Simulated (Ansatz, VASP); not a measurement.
## One calculation of PbSe, two programs

POSCAR

```
PbSe
1.0
    3.7843220000      0.0000000000      0.0000000000
    0.0000000000      3.7843220000      0.0000000000
    0.0000000000      0.0000000000      3.7843220000
Pb Se
1 1
Direct
    0.0000000000      0.0000000000      0.0000000000
    0.5000000000      0.5000000000      0.5000000000
```

INCAR.step1

```
SYSTEM = PbSe
PREC = Accurate ; ENCUT = 400
EDIFF = 1E-5 ; ISMEAR = 0
SIGMA = 0.01 ; LREAL = .FALSE.
LASPH = .TRUE. ; NELM = 120
ALGO = Normal ; ISIF = 2
LWAVE = .TRUE. ; GGA = PE
NBANDS = 17 ; GGA_COMPAT = .FALSE.
```

The input INCAR.step2:

```
SYSTEM = PbSe
PREC = Accurate ; ENCUT = 400
EDIFF = 1E-6 ; ISMEAR = 0
SIGMA = 0.01 ; LREAL = .FALSE.
LASPH = .TRUE. ; NELM = 120
ALGO = Normal ; ISIF = 2
LWAVE = .FALSE. ; LCHARG = .TRUE.
GGA = PE ; LHFCALC = .TRUE.
HFSCREEN = 0.2079 ; PRECFOCK = Normal
LELF = .TRUE. ; LVHAR = .TRUE.
ISTART = 1 ; NBANDS = 17
GGA_COMPAT = .FALSE.
```

KPOINTS

```
regular mesh
0
G
  3 3 3
  0 0 0
```

Input for Ansatz:

```yaml
crystal:
  lattice:
    - [3.784322, 0.0, 0.0]
    - [0.0, 3.784322, 0.0]
    - [0.0, 0.0, 3.784322]
  atoms:
    - { symbol: Pb, position: [0.0, 0.0, 0.0] }
    - { symbol: Se, position: [0.5, 0.5, 0.5] }
basis:
  ecutwfc: 450.0
kpoints:
  mp_grid:
    grid: [3, 3, 3]
hamiltonian:
  xc: hse06
scf:
  occupations:
    method: fixed
output:
  eigenvalues: true
```

Alike in both runs: task single point; functional HSE06; k mesh 3 × 3 × 3; no spin polarisation.

|  | VASP | Ansatz |
| --- | --- | --- |
| version | VASP 6.6.1 | Ansatz 0.2.0 |
| potentials or method | VASP PAW PBE potentials, release 64 (Pb_d, Se), cutoff 400 eV | plane waves, PAW |
| occupations | gaussian, width 0.01 eV | fixed |
| valence electrons in the cell | 20 | 30 |

Ansatz gave:

| Property | Result |
| --- | --- |
| gap on the k mesh at the Fermi level (eV) | 2.05 |

Which values does VASP return?

gap on the k mesh at the Fermi level (eV): 2.07.

VASP's potentials hold 20 valence electrons a cell and Ansatz's 30, so a difference there can come from the potentials and not from the codes.

The k mesh is coarse, so the values compare programs but aren't converged. Spin-orbit coupling is off throughout.
